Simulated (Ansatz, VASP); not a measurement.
## RuAu: VASP beside Ansatz

Contents of POSCAR:

```
RuAu
1.0
    3.1648100000      0.0000000000      0.0000000000
    0.0000000000      3.1648100000      0.0000000000
    0.0000000000      0.0000000000      3.1648100000
Ru Au
1 1
Direct
    0.0000000000      0.0000000000      0.0000000000
    0.5000000000      0.5000000000      0.5000000000
```

The input INCAR.step1:

```
  ALGO = Normal
  EDIFF = 1E-5
  ENCUT = 400
  GGA = PE
  GGA_COMPAT = F
  ISIF = 2
  ISMEAR = -1
  LASPH = T
  LCHARG = F
  LREAL = F
  LWAVE = T
  NBANDS = 20
  NELM = 120
  PREC = Accurate
  SIGMA = 0.05
```

File INCAR.step2:

```
  AEXX = 0.25
  ALGO = Normal
  EDIFF = 1E-6
  ENCUT = 400
  GGA = PE
  GGA_COMPAT = F
  ISIF = 2
  ISMEAR = -1
  ISTART = 1
  LASPH = T
  LCHARG = F
  LHFCALC = T
  LREAL = F
  LWAVE = F
  NBANDS = 20
  NELM = 120
  PREC = Accurate
  PRECFOCK = Normal
  SIGMA = 0.05
```

KPOINTS

```
k-points
0
Gamma
  5 5 5
```

File input.yaml:

```yaml
crystal:
  lattice:
    - [3.16481, 0.0, 0.0]
    - [0.0, 3.16481, 0.0]
    - [0.0, 0.0, 3.16481]
  atoms:
    - { symbol: Ru, position: [0.0, 0.0, 0.0] }
    - { symbol: Au, position: [0.5, 0.5, 0.5] }
hamiltonian:
  xc: pbe0
  pseudopotentials: { kind: paw }
kpoints:
  mp_grid: { grid: [5, 5, 5] }
scf:
  occupations: { method: fermi_dirac, width: 0.05 }
  n_extra_bands: 6
output:
  forces: true
  stress: true
  eigenvalues: true
  dos: { projected: true, de: 0.05 }
```

Alike in both runs: functional PBE0; k mesh 5 × 5 × 5; occupations fermi-dirac, width 0.05 eV; no spin polarisation.

```csv
,VASP,Ansatz
version,VASP 6.6.1,Ansatz 0.2.0
potentials or method,"VASP PAW PBE potentials, release 64 (Ru_pv, Au)",Ansatz PAW
plane-wave cutoff (eV),400,420
valence electrons in the cell,25,35
task,single point,projected density of states
```

```csv
,VASP,Ansatz,Ansatz less VASP
gap on the k mesh at the Fermi level (eV),none,none,-
pressure (GPa),-9.7,-9.2,+0.44
```

A gap of «none» marks a metal or a gap that the smearing closes. VASP's potentials hold 25 valence electrons a cell and Ansatz's 35, so a difference there can come from the potentials and not from the codes.

The k mesh is coarse, so the values compare programs but aren't converged. Neither program's run includes spin-orbit coupling.
